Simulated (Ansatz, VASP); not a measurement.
# KF in VASP and in Ansatz

```
K F
1.0
     3.73722    0.00000    0.00000
    -1.86861    3.23653    0.00000
     0.00000    0.00000    6.60049
K F
2 2
Direct
  0.00000 0.00000 0.50000
  0.00000 0.00000 0.00000
  0.66667 0.33333 0.75000
  0.33333 0.66667 0.25000
```

Change from the starting cell: species swapped into the LaI type (P6_3/mmc, No. 194).

Alike in both runs: functional PBE; k mesh 6 × 6 × 4; occupations gaussian, width 0.02 eV; no spin polarisation.

Ansatz relaxed the structure, and its values are those at the end. VASP's run is a single point on that final structure, the one shown.

|  | VASP | Ansatz |
| --- | --- | --- |
| version | VASP 6.6.1 | Ansatz 0.2.0 |
| potentials or method | VASP PAW PBE potentials, release 64 (K_sv, F), cutoff 520 eV | scalar-relativistic, plane waves, PAW |
| valence electrons in the cell | 32 | 32 |

```csv
,VASP,Ansatz,Ansatz less VASP
gap on the k mesh at the Fermi level (eV),5.89,5.90,+0.015
least direct gap on the mesh (eV),5.89,5.90,+0.015
pressure (GPa),0.0,0.0,-0.01
```

The functional is the same, so the differences come from potentials, cutoffs and numerics.
